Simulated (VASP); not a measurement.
# CdSe (F-43m) in VASP: further runs, part 2 of 2

VASP 6.6.1.

**3. Single point, PBEsol**

This run uses another cell than the first one, of 29.36 Å³/atom, 1.081 times its volume.

Input file INCAR:

```
SYSTEM = CdSe
ALGO     = Normal         ! electronic algorithm
EDIFF    = 1E-7           ! SCF threshold, eV
ENCUT    = 520            ! plane-wave cutoff, eV
GGA      = PS             ! functional
ISIF     = 2              ! what is computed and relaxed
ISMEAR   = 0              ! smearing method
LASPH    = .True.         ! aspherical terms in the spheres
LCHARG   = .False.        ! write CHGCAR
LREAL    = .False.        ! projectors in reciprocal space
LWAVE    = .False.        ! write WAVECAR
NBANDS   = 16             ! bands
NELM     = 100            ! most SCF steps
PREC     = Accurate       ! precision mode
SIGMA    = 0.01           ! smearing width, eV
```

Input file KPOINTS:

```
k-points
0
Gamma
  6 6 6
  0 0 0
```

Input file POSCAR:

```
CdSe
1.0
    3.0850073334      3.0850073334      0.0000000000
   -3.0850073334      3.0850073334      0.0000000000
    0.0000000000      3.0850073334      3.0850073334
Cd Se
1 1
Direct
    0.0000000000      0.0000000000      0.0000000000
    0.7500000000      0.2500000000      0.5000000000
```

Potentials or basis: VASP PAW PBE potentials, release 64 (Cd, Se).

Started as:

```
$ cat potpaw_PBE.64/Cd/POTCAR potpaw_PBE.64/Se/POTCAR > POTCAR
$ mpirun -np 1 vasp_std > vasp.out
```

OUTCAR:

```text
SYSTEM = CdSe
   EDIFF = 1E-7
   ENCUT = 520
   GGA = PS
   ISIF = 2
   ISMEAR = 0
   LASPH = .True.
   LREAL = .False.
   NELM = 100
   PREC = Accurate

 ion  position               nearest neighbor table
   1  0.000  0.000  0.000-   2 2.67   2 2.67   2 2.67   2 2.67
   2  0.750  0.250  0.500-   1 2.67   1 2.67   1 2.67   1 2.67

  LATTYP: Found a face centered cubic cell.
 ALAT       =     6.1700146668

  Lattice vectors:

 A1 = (   0.0000000000,   3.0850073334,   3.0850073334)
 A2 = (   3.0850073334,   0.0000000000,   3.0850073334)
 A3 = (   3.0850073334,   3.0850073334,   0.0000000000)

Analysis of symmetry for initial positions (statically):
=====================================================================
 Subroutine PRICEL returns:
 Original cell was already a primitive cell.

 Routine SETGRP: Setting up the symmetry group for a
 face centered cubic supercell.

 Subroutine GETGRP returns: Found 24 space group operations
 (whereof 24 operations were pure point group operations)
 out of a pool of 48 trial point group operations.

The static configuration has the point symmetry T_d .

Analysis of symmetry for dynamics (positions and initial velocities):
=====================================================================
 Subroutine PRICEL returns:
 Original cell was already a primitive cell.

 Routine SETGRP: Setting up the symmetry group for a
 face centered cubic supercell.

 Subroutine GETGRP returns: Found 24 space group operations
 (whereof 24 operations were pure point group operations)
 out of a pool of 48 trial point group operations.

The dynamic configuration has the point symmetry T_d .

 Subroutine INISYM returns: Found 24 space group operations
 (whereof 24 operations are pure point group operations),
 and found     1 'primitive' translations

----------------------------------------------------------------------------------------

                                     Primitive cell

  volume of cell :      58.7217

  direct lattice vectors                    reciprocal lattice vectors
     3.085007333  3.085007333  0.000000000     0.162074169  0.162074169 -0.162074169
    -3.085007333  3.085007333  0.000000000    -0.162074169  0.162074169 -0.162074169
     0.000000000  3.085007333  3.085007333     0.000000000  0.000000000  0.324148338

  length of vectors
     4.362859211  4.362859211  4.362859211     0.280720695  0.280720695  0.324148338

  position of ions in fractional coordinates (direct lattice)
     0.000000000  0.000000000  0.000000000
     0.750000000  0.250000000  0.500000000

  ion indices of the primitive-cell ions
   primitive index   ion index
                 1           1
                 2           2

----------------------------------------------------------------------------------------

 KPOINTS: k-points

Automatic generation of k-mesh.
 Grid dimensions read from file:
 generate k-points for:    6    6    6

 Generating k-lattice:

  Cartesian coordinates                     Fractional coordinates (reciprocal lattice)
     0.027012362  0.027012362 -0.027012362     0.166666667  0.000000000  0.000000000
    -0.027012362  0.027012362 -0.027012362     0.000000000  0.166666667  0.000000000
     0.000000000  0.000000000  0.054024723     0.000000000  0.000000000  0.166666667

  Length of vectors
     0.046786783  0.046786783  0.054024723

  Shift w.r.t. Gamma in fractional coordinates (k-lattice)
     0.000000000  0.000000000  0.000000000

 Subroutine IBZKPT returns following result:
 ===========================================

 Found     16 irreducible k-points:

 Following reciprocal coordinates:
            Coordinates               Weight
  0.000000  0.000000  0.000000      1.000000
  0.166667  0.000000  0.000000      8.000000
  0.333333  0.000000  0.000000      8.000000
  0.500000  0.000000  0.000000      4.000000
  0.166667  0.166667  0.000000     12.000000
  0.333333  0.166667  0.000000     24.000000
[... 8 lines left out ...]
  0.500000  0.333333  0.166667     24.000000
  0.500000  0.500000  0.166667     12.000000
   k-points           NKPTS =     16   k-points in BZ     NKDIM =     16   number of bands    NBANDS=     16
   number of dos      NEDOS =    301   number of ions     NIONS =      2
   total plane-waves  NPLWV =  32768
   dimension x,y,z NGX =    32 NGY =   32 NGZ =   32
   dimension x,y,z NGXF=    64 NGYF=   64 NGZF=   64
   ions per type =               1   1
   NGX,Y,Z   is equivalent  to a cutoff of  12.19, 12.19, 12.19 a.u.
   NGXF,Y,Z  is equivalent  to a cutoff of  24.39, 24.39, 24.39 a.u.
 SYSTEM =  CdSe
   PREC   = accura    normal or accurate (medium, high low for compatibility)
   ISTART =      0    job   : 0-new  1-cont  2-samecut
   ICHARG =      2    charge: 1-file 2-atom 10-const
   ISPIN  =      1    spin polarized calculation?
   LNONCOLLINEAR =      F non collinear calculations
   LSORBIT =      F    spin-orbit coupling
   LASPH  =      T    aspherical Exc in radial PAW
   ENCUT  =  520.0 eV  38.22 Ry    6.18 a.u.   8.11  8.11  8.11*2*pi/ulx,y,z
   NELM   =    100;   NELMIN=  2; NELMDL= -5     # of ELM steps
   EDIFF  = 0.1E-06   stopping-criterion for ELM
   LREAL  =      F    real-space projection
   EDIFFG = 0.1E-05   stopping-criterion for IOM
   NSW    =      0    number of steps for IOM
   IBRION =     -1    ionic relax: 0-MD 1-quasi-New 2-CG
   NFREE  =      0    steps in history (QN), initial steepest desc. (CG)
   ISIF   =      2    stress and relaxation
   ISYM   =      2    0-nonsym 1-usesym 2-fastsym
   POTIM  = 0.5000    time-step for ionic-motion
   TEBEG  =    0.0;   TEEND  =   0.0 temperature during run
   PSTRESS=    0.0 pullay stress
   NELECT =      18.0000    total number of electrons
   NUPDOWN=      -1.0000    fix difference up-down
   EMIN   =  10.00;   EMAX   =-10.00  energy-range for DOS
   EFERMI =   0.00;   METHOD = LEGACY
   ISMEAR =     0;   SIGMA  =   0.01  broadening in eV -4-tet -1-fermi 0-gaus
   EFERMI_NEDOS =   21; number of points for ismear=-14 and -15
   IALGO  =     38    algorithm
   IMIX   =      4    mixing-type and parameters
     AMIX     =   0.40;   BMIX     =  1.00
     AMIX_MAG =   1.60;   BMIX_MAG =  1.00
  volume/ion in A,a.u.               =      29.36       198.14
  Fermi-wavevector in a.u.,A,eV,Ry     =   1.103823  2.085923 16.577684  1.218425
  Thomas-Fermi vector in A             =   2.240287
   LORBIT       =      0    0 simple, 1 ext, 2 COOP (PROOUT), +10 PAW based schemes
   GGA     = PS    functional components
   LHFCALC =     F    Hartree Fock is set to
   AEXX    =    0.0000 exact exchange contribution
   IVDW    =     0    specifies the selected vdW correction
   LEPSILON=     F    determine dielectric tensor
   LRPA    =     F    only Hartree local field effects (RPA)
 non-spin polarized calculation
 Gauss-broadening in eV      SIGMA  =   0.01
  energy-cutoff  :      520.00
  volume of cell :       58.72
 maximum number of plane-waves:      1596
   NGX = 17   NGY = 17   NGZ = 17

 number of electron      18.0000009 magnetization

 Free energy of the ion-electron system (eV)
  ---------------------------------------------------
  ext. energy  EPLUGINS =         0.00000000
  ---------------------------------------------------
  free energy    TOTEN  =        -6.16105816 eV

  energy without entropy =       -6.16105816  energy(sigma->0) =       -6.16105816

 E-fermi :   0.6023     XC(G=0):  -8.9029

 val. band max:        0.4845520352   @ k =   0.0000   0.0000   0.0000
 cond. band min:       0.8803341503   @ k =   0.0000   0.0000   0.0000
 fundamental gap:      0.3957821151
 Fermi energy:         0.6023352104

 k-point     1 :       0.0000    0.0000    0.0000
  band No.  band energies     occupation
      1     -11.9051      2.00000
      2      -7.2938      2.00000
      3      -7.2938      2.00000
      4      -7.2938      2.00000
      5      -6.9577      2.00000
      6      -6.9577      2.00000
[... 8 lines left out ...]
     15      11.4466      0.00000
     16      11.4466      0.00000
[... 267 lines left out ...]
 k-point    16 :       0.5000    0.5000    0.1667
  band No.  band energies     occupation
      1     -11.4545      2.00000
      2      -7.1233      2.00000
      3      -7.1092      2.00000
      4      -7.0144      2.00000
      5      -6.9326      2.00000
      6      -6.5530      2.00000
[... 8 lines left out ...]
     15      13.0333      0.00000
     16      13.2192      0.00000

------------------------ aborting loop because EDIFF is reached ----------------------------------------

  FORCE on cell =-STRESS in cart. coord.  units (eV):
  Direction    XX          YY          ZZ          XY          YZ          ZX
  --------------------------------------------------------------------------------------
  -------------------------------------------------------------------------------------
  Total       -0.6414141     -0.6414141     -0.6414141      0.0000000     -0.0000000      0.0000000
  in kB      -17.5005001    -17.5005001    -17.5005001      0.0000000     -0.0000000      0.0000000
  external PRESSURE =     -17.5005001 kB  Pullay stress =       0.0000000 kB

 VOLUME and BASIS-vectors are now :
 -----------------------------------------------------------------------------
  energy-cutoff  :      520.00
  volume of cell :       58.72
      direct lattice vectors                 reciprocal lattice vectors
     3.085007333  3.085007333  0.000000000     0.162074169  0.162074169 -0.162074169
    -3.085007333  3.085007333  0.000000000    -0.162074169  0.162074169 -0.162074169
     0.000000000  3.085007333  3.085007333     0.000000000  0.000000000  0.324148338

 POSITION                                       TOTAL-FORCE (eV/Angst)
 -----------------------------------------------------------------------------------
      0.00000      0.00000      0.00000         0.000000     -0.000000     -0.000000
      1.54250      4.62751      1.54250        -0.000000      0.000000      0.000000
 -----------------------------------------------------------------------------------
    total drift:                                0.000001     -0.000000      0.000000

  FREE ENERGIE OF THE ION-ELECTRON SYSTEM (eV)
  ---------------------------------------------------
  free  energy   TOTEN  =        -6.1610581604 eV

  energy  without entropy=       -6.1610581604  energy(sigma->0) =       -6.16105816
```

It took 12 s on 1 thread of Intel Xeon 6975P-C (Granite Rapids), shared host; peak memory 0.18 GiB.

What came out:

```yaml
Free_energy: -6.1611 eV
Pressure: -1.8 GPa
Band_gap_on_the_k_mesh: 0.40 eV, direct
```

Caveat: the PAW data sets were made with another functional, which shifts forces and pressure a little.

**4. Single point, PBEsol**

This run uses another cell than the first one, of 28.13 Å³/atom, 1.036 times its volume.

Input file INCAR:

```
PREC = Accurate
ENCUT = 520
EDIFF = 1E-7
ISMEAR = -1
SIGMA = 0.05
LREAL = False
LASPH = True
NELM = 100
ALGO = Normal
ISIF = 2
LWAVE = False
LCHARG = False
GGA = PS
NBANDS = 16
```

Input file KPOINTS:

```
regular mesh
0
Gamma
  10 10 10
```

Input file POSCAR:

```
CdSe
1.0
    3.0413144136      3.0413144136      0.0000000000
   -3.0413144136      3.0413144136      0.0000000000
    0.0000000000      3.0413144136      3.0413144136
Cd Se
1 1
Direct
    0.0000000000      0.0000000000      0.0000000000
    0.7500000000      0.2500000000      0.5000000000
```

Started as:

```
$ cat potpaw_PBE.64/Cd/POTCAR potpaw_PBE.64/Se/POTCAR > POTCAR
$ mpirun -np 1 vasp_std > vasp.out
```

Wall time 29 s (1 thread of Intel Xeon 6975P-C (Granite Rapids), shared host); peak memory 0.2 GiB.

Results (log left out):

```yaml
Free_energy: -6.1778 eV
Pressure: 0.3 GPa
Band_gap_on_the_k_mesh: 0.48 eV, direct
```

Levels at points of the mesh, in eV from the valence-band top:
| k point | band 5 | band 6 | band 7 | band 8 | band 9 | band 10 | band 11 | band 12 | band 13 | band 14 |
| --- | --- | --- | --- | --- | --- | --- | --- | --- | --- | --- |
| (0.00, 0.00, 0.00) | -7.53 | -7.53 | 0.00 | 0.00 | 0.00 | 0.48 | 5.85 | 5.85 | 5.85 | 9.60 |
| (0.50, 0.00, 0.00) | -7.51 | -7.24 | -4.45 | -0.76 | -0.76 | 2.29 | 6.36 | 6.36 | 7.28 | 9.88 |
| (0.50, 0.50, 0.00) | -7.47 | -7.17 | -4.13 | -1.88 | -1.88 | 3.00 | 3.67 | 8.98 | 10.13 | 10.13 |

Caveat: the PAW data sets were made with another functional, which shifts forces and pressure a little. Expect the measured gap to be larger: semilocal functionals such as PBEsol lack the derivative discontinuity.

**5. Relaxation of cell and atoms, PBEsol, target pressure -2 GPa, at which the enthalpy is minimised**

This run uses another cell than the first one, of 28.13 Å³/atom, 1.036 times its volume.

Input file INCAR:

```
  PREC = Accurate
  ENCUT = 600
  EDIFF = 1E-6
  ISMEAR = 0
  SIGMA = 0.01
  LREAL = False
  LASPH = True
  NELM = 100
  ALGO = Normal
  ISIF = 3
  LWAVE = False
  LCHARG = False
  GGA = PS
  IBRION = 2
  NSW = 100
  EDIFFG = -0.002
  PSTRESS = -20.0
```

Input file KPOINTS:

```
regular mesh
0
Gamma
  6 6 6
```

POSCAR is that of step 4.

Started as:

```
$ cat potpaw_PBE.64/Cd/POTCAR potpaw_PBE.64/Se/POTCAR > POTCAR
$ mpirun -np 1 vasp_std > vasp.out
```

Run time: 49 s. Hardware: 1 thread of Intel Xeon 6975P-C (Granite Rapids), shared host; peak memory 0.21 GiB.

It converged, with:

| Property | Result |
| --- | --- |
| Free energy | -6.1570 eV |
| Relaxed volume | 29.50 Å³/atom |
| Relaxed cell | a = 4.370 Å, b = 4.370 Å, c = 4.370 Å, α = 60.00°, β = 60.00°, γ = 90.00° |
| Space group after relaxing (to 0.05 Å) | F-43m (No. 216) |
| Energy change on relaxing (the enthalpy is what falls) | +7.8 meV/atom |
| Ionic steps | 5 |
| Pressure after relaxing | -2.0 GPa |
| Band gap on the k mesh | 0.39 eV, direct |

The path:
```
step  energy change (eV)  largest force (eV/Å)  pressure (GPa)  volume (Å³)
   1              0.0000                0.0000            0.29        56.26
   2              0.0236                0.0000           -2.40        59.59
   3              0.0156                0.0000           -1.99        59.01
   4              0.0163                0.0000           -2.04        59.07
   5              0.0155                0.0000           -2.01        59.00
```

Final structure:
```
Cd Se
1.0
     3.08993    3.08993    0.00000
    -3.08993    3.08993    0.00000
     0.00000    3.08993    3.08993
Cd Se
1 1
Cartesian
  0.0000 0.0000 0.0000
  1.5450 4.6349 1.5450
```

Levels at points of the mesh, in eV from the valence-band top:
| k point | band 7 | band 8 | band 9 | band 10 | band 11 | band 12 |
| --- | --- | --- | --- | --- | --- | --- |
| (0.00, 0.00, 0.00) | 0.00 | 0.00 | 0.00 | 0.39 | 5.85 | 5.85 |
| (0.50, 0.00, 0.00) | -4.18 | -0.69 | -0.69 | 2.23 | 6.35 | 6.35 |
| (0.50, 0.50, 0.00) | -3.92 | -1.72 | -1.72 | 3.09 | 3.62 | 8.76 |

Caveat: the cell is relaxed towards a set pressure, so the enthalpy falls and the energy may rise; the PAW data sets were made with another functional, which shifts forces and pressure a little.

**6. Overview**

```csv
task,cell,k mesh,cutoff (eV),smearing,gap on the mesh (eV),pressure (GPa)
single point,"a = 4.250 Å, angles 60.0, 60.0, 90.0°, 2 atoms",6 × 6 × 6,520,gaussian 0.01 eV,0.55,2.4
single point,"a = 4.363 Å, angles 60.0, 60.0, 90.0°, 2 atoms",6 × 6 × 6,520,gaussian 0.01 eV,0.40,-1.8
single point,"a = 4.301 Å, angles 60.0, 60.0, 90.0°, 2 atoms",10 × 10 × 10,520,fermi-dirac 0.05 eV,0.48,0.3
relaxation of cell and atoms,"relaxed to -2 GPa from a = 4.301 Å, angles 60.0, 60.0, 90.0°, 2 atoms",6 × 6 × 6,600,gaussian 0.01 eV,0.39,-2.0
```

Alike in all rows: level PBEsol; potentials or basis VASP PAW PBE potentials, release 64 (Cd, Se); no spin polarisation.

Caveats: the PAW data sets were made with another functional, which shifts forces and pressure a little; the cell is relaxed towards a set pressure, so the enthalpy falls and the energy may rise (some runs).

Total energies depend on the potentials used, so only differences within one code and one set of settings carry meaning.
